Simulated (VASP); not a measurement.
# CdS (R3m) in VASP: a series of runs

The runs below take CdS through single point, with PBEsol.

Everything below comes from runs of VASP 6.6.1. Logs are shortened: lines on timing, memory, paths and dates and some standing lists are left out, and cuts for length are marked.

### Step 1. The cell of the first run

It takes space group R3m (No. 160, trigonal). Conventional cell: a = 4.058 Å, b = 4.058 Å, c = 10.219 Å, α = 90.00°, β = 90.00°, γ = 120.00°. Within 3.3 Å of Cd (site symmetry 3m) lie 4 S at 2.51 Å. S (site symmetry 3m) has 4 Cd at 2.51 Å within 3.3 Å.

### Step 2. Single point, PBEsol

The input, INCAR:

```
ALGO     = Normal         # electronic algorithm
EDIFF    = 1E-7           # SCF threshold, eV
ENCUT    = 520            # plane-wave cutoff, eV
GGA      = PS             # functional
ISIF     = 2              # what is computed and relaxed
ISMEAR   = 0              # smearing method
ISYM     = 0            
LASPH    = T              # aspherical terms in the spheres
LCHARG   = F              # write CHGCAR
LREAL    = F              # projectors in reciprocal space
LWAVE    = F              # write WAVECAR
NBANDS   = 16             # bands
NELM     = 100            # most SCF steps
PREC     = Accurate       # precision mode
SIGMA    = 0.02           # smearing width, eV
```

The input, KPOINTS:

```
k-points
0
Gamma
  9 9 8
```

The input, POSCAR:

```
CdS
1.0
    4.0583734772      0.0000000000      0.0000000000
   -2.0291867386      3.5146545289      0.0000526060
    0.0000000000      2.3431542429      3.4063841028
Cd S
1 1
Direct
   -0.0021642334     -0.0043284669      0.0064907632
    0.7521642334      0.5043284669      0.7435092368
```

Potentials or basis: VASP PAW PBE potentials, release 64 (Cd, S).

Launch:

```console
$ cat potpaw_PBE.64/Cd/POTCAR potpaw_PBE.64/S/POTCAR > POTCAR
$ mpirun -np 1 vasp_std > vasp.out
```

OUTCAR:

```text
EDIFF = 1E-7
   ENCUT = 520
   GGA = PS
   ISIF = 2
   ISMEAR = 0
   ISYM = 0
   LASPH = T
   LREAL = F
   NELM = 100
   PREC = Accurate

 ion  position               nearest neighbor table
   1  0.998  0.996  0.006-   2 2.51   2 2.51   2 2.51   2 2.51
   2  0.752  0.504  0.744-   1 2.51   1 2.51   1 2.51   1 2.51

IMPORTANT INFORMATION: All symmetrisations will be switched off!
NOSYMM: (Re-)initialisation of all symmetry stuff for point group C_1.

----------------------------------------------------------------------------------------

                                     Primitive cell

  volume of cell :      48.5874

  direct lattice vectors                    reciprocal lattice vectors
     4.058373477  0.000000000  0.000000000     0.246404133  0.142262958 -0.097858621
    -2.029186739  3.514654529  0.000052606     0.000000000  0.284525915 -0.195717243
     0.000000000  2.343154243  3.406384103     0.000000000 -0.000004394  0.293569447

  length of vectors
     4.058373477  4.058373477  4.134467857     0.300882130  0.345340753  0.293569447

  position of ions in fractional coordinates (direct lattice)
     0.997835767  0.995671533  0.006490763
     0.752164233  0.504328467  0.743509237

  ion indices of the primitive-cell ions
   primitive index   ion index
                 1           1
                 2           2

----------------------------------------------------------------------------------------

 KPOINTS: k-points

Automatic generation of k-mesh.
 Grid dimensions read from file:
 generate k-points for:    9    9    8

 Generating k-lattice:

  Cartesian coordinates                     Fractional coordinates (reciprocal lattice)
     0.027378237  0.015806995 -0.010873180     0.111111111 -0.000000000 -0.000000000
     0.000000000  0.031613991 -0.021746360     0.000000000  0.111111111 -0.000000000
     0.000000000 -0.000000549  0.036696181     0.000000000  0.000000000  0.125000000

  Length of vectors
     0.033431348  0.038371195  0.036696181

  Shift w.r.t. Gamma in fractional coordinates (k-lattice)
     0.000000000  0.000000000  0.000000000

 Subroutine IBZKPT returns following result:
 ===========================================

 Found    325 irreducible k-points:

 Following reciprocal coordinates:
            Coordinates               Weight
  0.000000  0.000000  0.000000      1.000000
  0.111111  0.000000  0.000000      2.000000
  0.111111 -0.111111  0.000000      2.000000
  0.222222  0.000000  0.000000      2.000000
  0.222222 -0.222222  0.000000      2.000000
[... 33 lines left out ...]
   LNONCOLLINEAR =      F non collinear calculations
   LSORBIT =      F    spin-orbit coupling
   LASPH  =      T    aspherical Exc in radial PAW
   ENCUT  =  520.0 eV  38.22 Ry    6.18 a.u.   7.55  7.55  7.69*2*pi/ulx,y,z
   NELM   =    100;   NELMIN=  2; NELMDL= -5     # of ELM steps
   EDIFF  = 0.1E-06   stopping-criterion for ELM
   LREAL  =      F    real-space projection
   EDIFFG = 0.1E-05   stopping-criterion for IOM
   NSW    =      0    number of steps for IOM
   IBRION =     -1    ionic relax: 0-MD 1-quasi-New 2-CG
   NFREE  =      0    steps in history (QN), initial steepest desc. (CG)
   ISIF   =      2    stress and relaxation
   ISYM   =      0    0-nonsym 1-usesym 2-fastsym
   POTIM  = 0.5000    time-step for ionic-motion
   TEBEG  =    0.0;   TEEND  =   0.0 temperature during run
   PSTRESS=    0.0 pullay stress
   NELECT =      18.0000    total number of electrons
   NUPDOWN=      -1.0000    fix difference up-down
   EMIN   =  10.00;   EMAX   =-10.00  energy-range for DOS
   EFERMI =   0.00;   METHOD = LEGACY
   ISMEAR =     0;   SIGMA  =   0.02  broadening in eV -4-tet -1-fermi 0-gaus
   EFERMI_NEDOS =   21; number of points for ismear=-14 and -15
   IALGO  =     38    algorithm
   IMIX   =      4    mixing-type and parameters
     AMIX     =   0.40;   BMIX     =  1.00
     AMIX_MAG =   1.60;   BMIX_MAG =  1.00
  volume/ion in A,a.u.               =      24.29       163.94
  Fermi-wavevector in a.u.,A,eV,Ry     =   1.175775  2.221893 18.809347  1.382448
  Thomas-Fermi vector in A             =   2.312150
   LORBIT       =      0    0 simple, 1 ext, 2 COOP (PROOUT), +10 PAW based schemes
   GGA     = PS    functional components
   LHFCALC =     F    Hartree Fock is set to
   AEXX    =    0.0000 exact exchange contribution
   IVDW    =     0    specifies the selected vdW correction
   LEPSILON=     F    determine dielectric tensor
   LRPA    =     F    only Hartree local field effects (RPA)
 non-spin polarized calculation
 Gauss-broadening in eV      SIGMA  =   0.02
  energy-cutoff  :      520.00
  volume of cell :       48.59
 maximum number of plane-waves:      1326
 NGX is ok and might be reduce to    30
   NGX = 15   NGY = 15   NGZ = 15

 number of electron      18.0000001 magnetization

 Free energy of the ion-electron system (eV)
  ---------------------------------------------------
  ext. energy  EPLUGINS =         0.00000000
  ---------------------------------------------------
  free energy    TOTEN  =        -6.80453606 eV

  energy without entropy =       -6.80453606  energy(sigma->0) =       -6.80453606

 E-fermi :   1.5786     XC(G=0):  -9.4783

 val. band max:        1.4320291294   @ k =   0.0000   0.0000   0.0000
 cond. band min:       2.4353600379   @ k =   0.0000   0.0000   0.0000
 fundamental gap:      1.0033309085
 Fermi energy:         1.5786367197

 k-point     1 :       0.0000    0.0000    0.0000
  band No.  band energies     occupation
      1     -11.1201      2.00000
      2      -6.4320      2.00000
      3      -6.4059      2.00000
      4      -6.4058      2.00000
      5      -5.8991      2.00000
      6      -5.8991      2.00000
[... 433 lines left out ...]
      3      -6.2712      2.00000
      4      -6.2643      2.00000
      5      -5.9303      2.00000
      6      -5.8602      2.00000
[... 8 lines left out ...]
     15      13.1737      0.00000
     16      15.7052      0.00000

 [... further k-points ...]
[... 5 lines left out ...]
  --------------------------------------------------------------------------------------
  -------------------------------------------------------------------------------------
  Total        0.5757831      0.5756736      0.1572750     -0.0000041      0.0001005      0.0000019
  in kB       18.9865351     18.9829223      5.1861671     -0.0001340      0.0033147      0.0000619
  external PRESSURE =      14.3852081 kB  Pullay stress =       0.0000000 kB

 VOLUME and BASIS-vectors are now :
 -----------------------------------------------------------------------------
  energy-cutoff  :      520.00
  volume of cell :       48.59
      direct lattice vectors                 reciprocal lattice vectors
     4.058373477  0.000000000  0.000000000     0.246404133  0.142262958 -0.097858621
    -2.029186739  3.514654529  0.000052606     0.000000000  0.284525915 -0.195717243
     0.000000000  2.343154243  3.406384103     0.000000000 -0.000004394  0.293569447

 POSITION                                       TOTAL-FORCE (eV/Angst)
 -----------------------------------------------------------------------------------
      2.02919      3.51465      0.02216         0.000001      0.000199     -0.007067
      2.02919      3.51470      2.53270        -0.000001     -0.000199      0.007067
 -----------------------------------------------------------------------------------
    total drift:                               -0.000001      0.000587     -0.000117

  FREE ENERGIE OF THE ION-ELECTRON SYSTEM (eV)
  ---------------------------------------------------
  free  energy   TOTEN  =        -6.8045360570 eV

  energy  without entropy=       -6.8045360570  energy(sigma->0) =       -6.80453606
```

stdout:

```text
POSCAR found type information on POSCAR CdS
 POSCAR found :  2 types and       2 ions
 scaLAPACK will be used
 -----------------------------------------------------------------------------
|                                                                             |
|                                                                             |
|     You enforced a specific xc type in the INCAR file but a different       |
|     I HOPE YOU KNOW WHAT YOU ARE DOING!                                     |
|                                                                             |
 -----------------------------------------------------------------------------

 LDA part: xc-table for (Slater+PW92), standard interpolation
 POSCAR, INCAR and KPOINTS ok, starting setup
 FFT: planning ... GRIDC
 FFT: planning ... GRID_SOFT
 FFT: planning ... GRID
 WAVECAR not read
 entering main loop
```

It took 2.2 min on 1 thread of AMD EPYC 9R45 (Zen 5), shared host; peak memory 0.34 GiB.

What came out:

```
Free energy            : -6.8045 eV
Pressure               : 1.4 GPa
Largest force          : 0.007 eV/Å
Band gap on the k mesh : 1.00 eV
```

Forces in eV/Å, atoms in the order of the input:
```
Cd   0.000  0.000 -0.007
S    0.000  0.000  0.007
```

Caveat: the PAW data sets were made with another functional, which shifts forces and pressure a little.

### Step 3. Single point, PBEsol

This run uses another cell than the first one, of 24.41 Å³/atom.

The input, INCAR:

```
PREC = Accurate
ENCUT = 520
EDIFF = 1E-7
ISMEAR = 0
SIGMA = 0.02
LREAL = F
LASPH = T
NELM = 100
ALGO = Normal
ISIF = 2
LWAVE = F
LCHARG = F
GGA = PS
NBANDS = 16
ISYM = 0
```

The input, KPOINTS:

```
regular mesh
0
Gamma
  9 9 8
```

The input, POSCAR:

```
CdS
1.0
    4.0583734772      0.0000000000      0.0000000000
   -2.0291867386      3.5146545293      0.0000000000
    0.0000000000      2.3431030195      3.4223004192
Cd S
1 1
Direct
    0.0000000000      0.0000000000      0.0000000000
    0.7500000000      0.5000000000      0.7500000000
```

Potentials or basis: VASP PAW PBE potentials, release 64 (Cd, S).

Launch:

```console
$ cat potpaw_PBE.64/Cd/POTCAR potpaw_PBE.64/S/POTCAR > POTCAR
$ mpirun -np 1 vasp_std > vasp.out
```

OUTCAR:

```text
PREC = Accurate
   ENCUT = 520
   EDIFF = 1E-7
   ISMEAR = 0
   LREAL = F
   LASPH = T
   NELM = 100
   ISIF = 2
   GGA = PS
   ISYM = 0

 ion  position               nearest neighbor table
   1  0.000  0.000  0.000-   2 2.49   2 2.49   2 2.49   2 2.57
   2  0.750  0.500  0.750-   1 2.49   1 2.49   1 2.49   1 2.57

IMPORTANT INFORMATION: All symmetrisations will be switched off!
NOSYMM: (Re-)initialisation of all symmetry stuff for point group C_1.

----------------------------------------------------------------------------------------

                                     Primitive cell

  volume of cell :      48.8149

  direct lattice vectors                    reciprocal lattice vectors
     4.058373477  0.000000000  0.000000000     0.246404133  0.142261493 -0.097400372
    -2.029186739  3.514654529  0.000000000     0.000000000  0.284522986 -0.194800744
     0.000000000  2.343103019  3.422300419     0.000000000  0.000000000  0.292201115

  length of vectors
     4.058373477  4.058373477  4.147562166     0.300732708  0.344819749  0.292201115

  position of ions in fractional coordinates (direct lattice)
     0.000000000  0.000000000  0.000000000
     0.750000000  0.500000000  0.750000000
[... 143 lines left out ...]
  ---------------------------------------------------
  free energy    TOTEN  =        -6.79869955 eV

  energy without entropy =       -6.79869955  energy(sigma->0) =       -6.79869955

 E-fermi :   1.5474     XC(G=0):  -9.4546

 val. band max:        1.3903382932   @ k =   0.0000   0.0000   0.0000
 cond. band min:       2.3919579596   @ k =   0.0000   0.0000   0.0000
 fundamental gap:      1.0016196665
 Fermi energy:         1.5473690771

 k-point     1 :       0.0000    0.0000    0.0000
  band No.  band energies     occupation
      1     -11.1374      2.00000
      2      -6.4542      2.00000
      3      -6.4542      2.00000
      4      -6.4162      2.00000
      5      -5.9295      2.00000
      6      -5.9294      2.00000
[... 433 lines left out ...]
      3      -6.1981      2.00000
      4      -6.1536      2.00000
      5      -5.8602      2.00000
      6      -5.8262      2.00000
[... 8 lines left out ...]
     15      13.4320      0.00000
     16      16.6661      0.00000

 [... further k-points ...]
[... 5 lines left out ...]
  --------------------------------------------------------------------------------------
  -------------------------------------------------------------------------------------
  Total        0.7455728      0.7457669     -0.3249961     -0.0000036      0.0002707      0.0000022
  in kB       24.4707828     24.4771525    -10.6668438     -0.0001171      0.0088851      0.0000720
  external PRESSURE =      12.7603638 kB  Pullay stress =       0.0000000 kB

 VOLUME and BASIS-vectors are now :
 -----------------------------------------------------------------------------
  energy-cutoff  :      520.00
  volume of cell :       48.81
      direct lattice vectors                 reciprocal lattice vectors
     4.058373477  0.000000000  0.000000000     0.246404133  0.142261493 -0.097400372
    -2.029186739  3.514654529  0.000000000     0.000000000  0.284522986 -0.194800744
     0.000000000  2.343103019  3.422300419     0.000000000  0.000000000  0.292201115

 POSITION                                       TOTAL-FORCE (eV/Angst)
 -----------------------------------------------------------------------------------
      0.00000      0.00000      0.00000         0.000001      0.000063      0.240936
      2.02919      3.51465      2.56673        -0.000001     -0.000063     -0.240936
 -----------------------------------------------------------------------------------
    total drift:                               -0.000001     -0.000018     -0.000084

  FREE ENERGIE OF THE ION-ELECTRON SYSTEM (eV)
  ---------------------------------------------------
  free  energy   TOTEN  =        -6.7986995469 eV

  energy  without entropy=       -6.7986995469  energy(sigma->0) =       -6.79869955
```

OSZICAR:

```text
N       E                     dE             d eps       ncg     rms          rms(c)
DAV:   1     0.107670346904E+03    0.10767E+03   -0.90516E+03 10656   0.103E+03
DAV:   2    -0.312367225587E+01   -0.11079E+03   -0.10439E+03 12760   0.254E+02
DAV:   3    -0.727390483456E+01   -0.41502E+01   -0.41423E+01 12912   0.509E+01
DAV:   4    -0.729914293228E+01   -0.25238E-01   -0.25236E-01 13160   0.390E+00
DAV:   5    -0.729947139063E+01   -0.32846E-03   -0.32846E-03 13040   0.420E-01    0.813E+00
DAV:   6    -0.682166621456E+01    0.47781E+00   -0.78673E-01 16072   0.123E+01    0.650E+00
DAV:   7    -0.680118168544E+01    0.20485E-01   -0.17060E-01 13976   0.294E+00    0.305E+00
DAV:   8    -0.679887850427E+01    0.23032E-02   -0.17602E-02 12152   0.168E+00    0.265E-01
DAV:   9    -0.679862771160E+01    0.25079E-03   -0.20584E-03 13224   0.698E-01    0.515E-02
DAV:  10    -0.679866157021E+01   -0.33859E-04   -0.19450E-04 13600   0.165E-01    0.564E-02
DAV:  11    -0.679870261486E+01   -0.41045E-04   -0.68428E-05 13104   0.756E-02    0.207E-02
DAV:  12    -0.679869914354E+01    0.34713E-05   -0.13890E-05 13416   0.469E-02    0.838E-03
DAV:  13    -0.679869975154E+01   -0.60799E-06   -0.23893E-06 12504   0.893E-03    0.747E-03
DAV:  14    -0.679869956445E+01    0.18709E-06   -0.21467E-07 13712   0.281E-03    0.255E-03
DAV:  15    -0.679869954692E+01    0.17531E-07   -0.20043E-08  6832   0.889E-04
   1 F= -.67986995E+01 E0= -.67986995E+01  d E =-.584033E-31
```

stdout:

```text
POSCAR found type information on POSCAR CdS
 POSCAR found :  2 types and       2 ions
 scaLAPACK will be used
 -----------------------------------------------------------------------------
|                                                                             |
|                                                                             |
[... 21 lines left out ...]
|     Results are often still useful ...                                      |
|                                                                             |
 -----------------------------------------------------------------------------

 POSCAR, INCAR and KPOINTS ok, starting setup
 FFT: planning ... GRIDC
 FFT: planning ... GRID_SOFT
 FFT: planning ... GRID
 WAVECAR not read
 entering main loop
```

Run time: 2.2 min. Hardware: 1 thread of AMD EPYC 9R45 (Zen 5), shared host; peak memory 0.34 GiB.

What came out:

```yaml
Free_energy: -6.7987 eV
Pressure: 1.3 GPa
Largest_force: 0.241 eV/Å
Band_gap_on_the_k_mesh: 1.00 eV
```

Forces in eV/Å, atoms in the order of the input:
```
Cd   0.000  0.000  0.241
S    0.000  0.000 -0.241
```

Caveat: the PAW data sets were made with another functional, which shifts forces and pressure a little.
